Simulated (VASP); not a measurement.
NbCd3:

```xyz
4
Lattice="4.3511 0.0000 0.0000 0.0000 4.3511 0.0000 0.0000 0.0000 4.3511" Properties=species:S:1:pos:R:3 pbc="T T T"
Cd    2.1755    2.1755    0.0000
Cd    2.1755    0.0000    2.1755
Cd    0.0000    2.1755    2.1755
Nb    0.0000    0.0000    0.0000
```

```yaml
Program: VASP 6.6.1
Task: relaxation of cell and atoms
Functional: PBE
Potentials_or_basis: VASP PAW PBE potentials, release 64 (Cd, Nb_sv)
Cutoff: 780 eV
k_mesh: 9 × 9 × 9
Occupations: methfessel-paxton, width 0.05 eV
Spin: no spin polarisation
```

At the start: pressure -2.4 GPa; volume 20.59 Å³/atom.

Question: How do energy, volume and symmetry change on relaxing?

Answer: Over 5 steps the energy falls by 4.1 meV/atom and the volume is 20.05 Å³/atom (-2.6 %); space group Pm-3m (No. 221, to 0.1 Å) before and after.

The path:
```
step  energy change (eV)  largest force (eV/Å)  pressure (GPa)  volume (Å³)
   1              0.0000                0.0000           -2.36        82.37
   2             -0.0093                0.0000            1.71        78.81
   3             -0.0165                0.0000            0.00        80.19
   4             -0.0164                0.0000            0.00        80.19
   5             -0.0164                0.0000            0.00        80.19
```

Final structure:
```
CELL_PARAMETERS angstrom
4.31233 0.00000 0.00000
0.00000 4.31233 0.00000
0.00000 0.00000 4.31233
ATOMIC_POSITIONS crystal
Cd 0.50000 0.50000 0.00000
Cd 0.50000 0.00000 0.50000
Cd 0.00000 0.50000 0.50000
Nb 0.00000 0.00000 0.00000
```
